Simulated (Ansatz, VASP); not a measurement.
# Ti in VASP and in Ansatz

```xyz
2
Lattice="2.9387 0.0000 0.0000 -1.4693 2.5450 0.0000 0.0000 0.0000 4.6500" Properties=species:S:1:pos:R:3 pbc="T T T"
Ti    0.0000    1.6967    1.1625
Ti    1.4693    0.8483    3.4875
```

Alike in both runs: functional PBE; k mesh 24 × 24 × 14; occupations gaussian, width 0.05 eV; no spin polarisation.

Ansatz relaxed the structure, and its values are those at the end. VASP's run is a single point on that final structure, the one shown.

|  | VASP | Ansatz |
| --- | --- | --- |
| version | VASP 6.6.1 | Ansatz 0.2.0 |
| potentials or method | VASP PAW PBE potentials, release 64 (Ti_sv) | scalar-relativistic, plane waves, PAW |
| plane-wave cutoff (eV) | 520 | 420 |
| valence electrons in the cell | 24 | 24 |

|  | VASP | Ansatz | Ansatz less VASP |
| --- | --- | --- | --- |
| pressure (GPa) | -0.2 | 0.0 | +0.24 |

The functional is the same, so the differences come from potentials, cutoffs and numerics.
